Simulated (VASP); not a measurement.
Wanted: the native input for a VASP 6.6.1 run.

```yaml
Task: single point
Functional: PBE
Potentials_or_basis: VASP PAW PBE potentials, release 64 (Ga_d, N)
Cutoff: 520 eV
k_mesh: 12 × 12 × 6
Occupations: gaussian, width 0.05 eV
Spin: no spin polarisation
Dipole_correction: no
Further_INCAR_settings: ALGO = Normal; EDIFF = 1e-07; NBANDS = 26
```

The structure of GaN lies in POSCAR:

```
GaN
1.0
    3.2184289164      0.0000000000      0.0000000000
   -1.6092144582      2.7872412019      0.0000000000
    0.0000000000      0.0000000000      5.2430304702
Ga N
2 2
Direct
    0.3333333333      0.6666666667      0.9991316875
    0.6666666667      0.3333333333      0.4991316875
    0.3943293637      0.6971646818      0.3645904477
    0.6666666667      0.3333333333      0.8758683125
```

This cell differs from its parent crystal: atom 3 (N) moved -0.180 Å towards its neighbour atom 2 (Ga) at 1.967 Å.

The input as run:

INCAR

```
PREC = Accurate
ENCUT = 520
EDIFF = 1E-7
ISMEAR = 0
SIGMA = 0.05
LREAL = F
LASPH = T
NELM = 100
ALGO = Normal
ISIF = 2
LWAVE = F
LCHARG = F
GGA = PE
NBANDS = 26
```

KPOINTS

```
Automatic mesh
0
Gamma
  12 12 6
```

Potentials or basis: VASP PAW PBE potentials, release 64 (Ga_d, N).

Run with:

```sh
$ cat potpaw_PBE.64/Ga_d/POTCAR potpaw_PBE.64/N/POTCAR > POTCAR
$ mpirun -np 1 vasp_std > vasp.out
```

Results of the run:

- Pressure: 1.2 GPa
- Largest force: 1.514 eV/Å
- Band gap on the k mesh: 1.55 eV, direct

Caveat: the cell differs from its parent crystal (atom 3 (N) moved -0.180 Å towards its neighbour atom 2 (Ga) at 1.967 Å); forces of over 1 eV/Å act on the atoms, so gaps and moduli don't describe the material at rest.

Run time: 2.3 min on 1 thread of Intel(R) Xeon(R) Platinum 8488C (Sapphire Rapids) (shared host), peak memory 0.34 GiB.
